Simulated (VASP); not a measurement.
A run of VASP 6.6.1 is set up as follows.

File INCAR:

```
PREC = Accurate
ENCUT = 520
EDIFF = 1E-6
ISMEAR = 0
SIGMA = 0.1
LREAL = F
LASPH = T
NELM = 100
ALGO = Normal
ISIF = 2
LWAVE = F
LCHARG = F
LDIPOL = T
IDIPOL = 3
DIPOL = 0.5 0.5 0.348
GGA = PS
IBRION = 2
NSW = 36
EDIFFG = -0.025
```

The input KPOINTS:

```
Automatic mesh
0
Gamma
  9 9 1
```

Contents of POSCAR:

```
Mo4N
1.0
    3.1294301619      0.0000000000      0.0000000000
    0.0000000000      3.1294301619      0.0000000000
    0.0000000000      0.0000000000     20.0433475232
Mo N
4 1
Selective dynamics
Direct
    0.5000000000      0.5000000000      0.1995674622  F F F
    0.0000000000      0.0000000000      0.2776340167  F F F
    0.5000000000      0.5000000000      0.3579998484  F F F
    0.0000000000      0.0000000000      0.4262435461  F F F
    0.3750000000      0.3750000000      0.4771332489  F F T
```

Potentials or basis: VASP PAW PBE potentials, release 64 (Mo_sv, N).

The run is started by

```sh
$ cat potpaw_PBE.64/Mo_sv/POTCAR potpaw_PBE.64/N/POTCAR > POTCAR
$ mpirun -np 1 vasp_std > vasp.out
```

Task: What does it give for the band gap on the k mesh?

Result: Zero (an odd number of electrons rules out a gap without spin polarisation).

Task: Predict the energy gained by relaxing.

Result: 91.2 meV/atom.

Final structure:
```yaml
crystal:
  lattice:
    - [3.12943, 0.00000, 0.00000]
    - [0.00000, 3.12943, 0.00000]
    - [0.00000, 0.00000, 20.04335]
  atoms:
    - { symbol: Mo, position: [0.50000, 0.50000, 0.19957] }
    - { symbol: Mo, position: [0.00000, 0.00000, 0.27763] }
    - { symbol: Mo, position: [0.50000, 0.50000, 0.35800] }
    - { symbol: Mo, position: [0.00000, 0.00000, 0.42624] }
    - { symbol: N, position: [0.37500, 0.37500, 0.46209] }
```
